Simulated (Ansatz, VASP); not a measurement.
# AlIn2N3: VASP beside Ansatz

File INCAR:

```
PREC = Accurate ; ENCUT = 520
EDIFF = 1E-6 ; ISMEAR = 0
SIGMA = 0.1 ; LREAL = False
LASPH = True ; NELM = 150
ALGO = Normal ; ISIF = 2
LWAVE = False ; LCHARG = True
ISPIN = 2 ; MAGMOM = 0 0 0 1 1 1
LORBIT = 11 ; GGA = PE
LELF = True ; LVHAR = True
NBANDS = 35
```

File KPOINTS:

```
regular mesh
0
Gamma
  3 3 6
```

Contents of POSCAR:

```
AlIn2N3
1.0
    5.8868116923      0.0000000000      0.0000000000
   -2.9434058461      5.0981284728      0.0000000000
    0.0000000000      0.0000000000      3.0307272525
Al In N
1 2 3
Direct
    0.0000000000      0.0000000000      0.0000000000
    0.3333333333      0.6666666667      0.0000000000
    0.6666666667      0.3333333333      0.0000000000
    0.5000000000      0.0000000000      0.5000000000
    0.5000000000      0.5000000000      0.5000000000
    0.0000000000      0.5000000000      0.5000000000
```

Input for Ansatz:

```yaml
crystal:
  lattice:
    - [5.8868116923, 0.0, 0.0]
    - [-2.9434058461, 5.0981284728, 0.0]
    - [0.0, 0.0, 3.0307272525]
  atoms:
    - { symbol: Al, position: [0.0, 0.0, 0.0] }
    - { symbol: In, position: [0.3333333333, 0.6666666667, 0.0] }
    - { symbol: In, position: [0.6666666667, 0.3333333333, 0.0] }
    - { symbol: "N", position: [0.5, 0.0, 0.5], spin: 1.0 }
    - { symbol: "N", position: [0.5, 0.5, 0.5], spin: 1.0 }
    - { symbol: "N", position: [0.0, 0.5, 0.5], spin: 1.0 }
basis:
  ecutwfc: 420
kpoints:
  mp_grid: { grid: [3, 3, 6] }
hamiltonian:
  xc: pbe
scf:
  occupations: { method: gaussian, width: 0.1 }
  lower_state_search: "off"
output:
  forces: true
  stress: true
  eigenvalues: true
  populations: true
magnetization:
  spin_polarized: true
```

Change from the starting cell: species swapped into the CeAl3Pd2 type (P6/mmm, No. 191).

Alike in both runs: task single point; functional PBE; k mesh 3 × 3 × 6; occupations gaussian, width 0.1 eV; collinear spin.

|  | VASP | Ansatz |
| --- | --- | --- |
| version | VASP 6.6.1 | Ansatz 0.2.0 |
| potentials or method | VASP PAW PBE potentials, release 64 (Al, In_d, N), cutoff 520 eV | scalar-relativistic, plane waves, PAW |
| valence electrons in the cell | 44 | 44 |

```tsv
	VASP	Ansatz	Ansatz less VASP
gap on the k mesh at the Fermi level (eV)	none	none	-
pressure (GPa)	0.2	0.9	+0.72
traceless stress, the component that is largest in VASP (GPa)	-0.38	-0.18	+0.190
net moment per atom (μB)	0.13	0.31	+0.187
size of the moment on the site where the two differ most (μB)	0.20	0.59	+0.393
```

The net moments are unlike, so the other rows may belong to different states. Site moments also hang on the region over which each program counts them. A gap of «none» marks a metal or a gap that the smearing closes.

The k mesh is coarse, so the values compare programs but aren't converged.
